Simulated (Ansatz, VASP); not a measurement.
## One calculation of Sb, two programs

```xyz
1
Lattice="3.4329 0.0000 0.0000 0.0000 3.4329 0.0000 0.0000 0.0000 2.6776" Properties=species:S:1:pos:R:3 pbc="T T T"
Sb    0.0000    0.0000    0.0000
```

Alike in both runs: task single point; functional r2SCAN; k mesh 16 × 16 × 16; occupations gaussian, width 0.15 eV; no spin polarisation.

|  | VASP | Ansatz |
| --- | --- | --- |
| version | VASP 6.6.1 | Ansatz 0.2.0 |
| potentials or method | VASP PAW PBE potentials, release 64 (Sb), cutoff 520 eV | scalar-relativistic, plane waves, PAW |
| valence electrons in the cell | 5 | 15 |

Ansatz gave:

| Item | Value |
| --- | --- |
| gap on the k mesh at the Fermi level (eV) | none |
| pressure (GPa) | 4.0 |
| traceless stress, the component that is largest in VASP (GPa) | 23.91 |

**Question.** What did VASP give for the same quantities?

**Answer.** gap on the k mesh at the Fermi level (eV): none; pressure (GPa): 4.2; traceless stress, the component that is largest in VASP (GPa): 24.23.

VASP's potentials were made for PBE, not for r2SCAN. A gap of «none» marks a metal or a gap that the smearing closes. VASP's potentials hold 5 valence electrons a cell and Ansatz's 15, so a difference there can come from the potentials and not from the codes.

Neither program's run includes spin-orbit coupling.
